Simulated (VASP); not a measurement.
Write the native input for VASP 6.6.1 that does the following.

| Item | Value |
| --- | --- |
| Task | single point |
| Functional | PBEsol |
| Potentials or basis | VASP PAW PBE potentials, release 64 (As) |
| Cutoff | 520 eV |
| k mesh | 9 × 9 × 9 |
| Occupations | fermi-dirac, width 0.05 eV |
| Spin | no spin polarisation |
| Dipole correction | no |
| Further INCAR settings | ALGO = Normal; EDIFF = 1e-06; NBANDS = 12 |

The structure of As lies in POSCAR:

```
As
1.0
    1.8389506369      1.0617186452      3.1238582330
   -1.8389506369      1.0617186452      3.1238582330
    0.0000000000     -2.1234372905      3.1238582329
As
2
Direct
    0.2361024739      0.2361024739      0.2361024739
    0.7638975261      0.7638975261      0.7638975261
```

These files were run (other wordings do the same):

INCAR

```
SYSTEM = As
ALGO = Normal
EDIFF = 1E-6
ENCUT = 520
GGA = PS
ISIF = 2
ISMEAR = -1
LASPH = .TRUE.
LCHARG = .TRUE.
LELF = .TRUE.
LREAL = .FALSE.
LVHAR = .TRUE.
LWAVE = .FALSE.
NBANDS = 12
NELM = 80
PREC = Accurate
SIGMA = 0.05
```

KPOINTS

```
k-points
0
G
  9 9 9
  0 0 0
```

Potentials or basis: VASP PAW PBE potentials, release 64 (As).

Command:

```console
$ cat potpaw_PBE.64/As/POTCAR > POTCAR
$ mpirun -np 1 vasp_std > vasp.out
```

It gave:

| Property | Result |
| --- | --- |
| Pressure | 10.6 GPa |
| Largest force | 0.056 eV/Å |
| Band gap on the k mesh | zero (band 5 reaches 7.35 eV, above the bottom of band 6 at 6.97 eV) |

Caveat: the PAW data sets were made with another functional, which shifts forces and pressure a little.

It took 15 s on 1 thread of Intel(R) Xeon(R) Platinum 8488C (Sapphire Rapids) (shared host), peak memory 0.17 GiB.
